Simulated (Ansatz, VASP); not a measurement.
# Two plane-wave programs on Zr

Contents of INCAR:

```
SYSTEM = Zr
ALGO = Fast
EDIFF = 1E-6
ENCUT = 520
GGA = PS
ISIF = 2
ISMEAR = 0
LASPH = .True.
LCHARG = .True.
LELF = .True.
LREAL = .False.
LVHAR = .True.
LWAVE = .False.
NBANDS = 19
NELM = 80
PREC = Accurate
SIGMA = 0.15
```

The input KPOINTS:

```
k-points
0
Gamma
  18 18 10
  0 0 0
```

Contents of POSCAR:

```
Zr
1.0
    3.2319982225      0.0000000000      0.0000000000
   -1.6159991112      2.7989925657      0.0000000000
    0.0000000000      0.0000000000      5.3014100000
Zr
2
Direct
    0.3333333333      0.6666666667      0.2500000000
    0.6666666667      0.3333333333      0.7500000000
```

Input for Ansatz:

```yaml
crystal:
  lattice:
    - [3.2319982225, 0.0, 0.0]
    - [-1.6159991112, 2.7989925657, 0.0]
    - [0.0, 0.0, 5.30141]
  atoms:
    - { symbol: Zr, position: [0.3333333333, 0.6666666667, 0.25] }
    - { symbol: Zr, position: [0.6666666667, 0.3333333333, 0.75] }
basis:
  ecutwfc: 420
kpoints:
  mp_grid: { grid: [18, 18, 10] }
hamiltonian:
  xc: pbesol
scf:
  occupations: { method: gaussian, width: 0.15 }
output:
  forces: true
  stress: true
  eigenvalues: true
```

Change from the starting cell: strain +0.000 along x and y, +0.030 along z, atoms carried along.

Alike in both runs: task single point; functional PBEsol; k mesh 18 × 18 × 10; occupations gaussian, width 0.15 eV; no spin polarisation.

|  | VASP | Ansatz |
| --- | --- | --- |
| version | VASP 6.6.1 | Ansatz 0.2.0 |
| potentials or method | VASP PAW PBE potentials, release 64 (Zr_sv), cutoff 520 eV | scalar-relativistic, plane waves, PAW |
| valence electrons in the cell | 24 | 24 |

VASP gave:

| Property | Result |
| --- | --- |
| gap on the k mesh at the Fermi level (eV) | none |
| pressure (GPa) | -5.8 |
| traceless stress, the component that is largest in VASP (GPa) | -1.39 |

Estimate Ansatz's values.

gap on the k mesh at the Fermi level (eV): none; pressure (GPa): -5.9; traceless stress, the component that is largest in VASP (GPa): -1.38.

VASP's potentials were made for PBE, not for PBEsol. A gap of «none» marks a metal or a gap that the smearing closes.
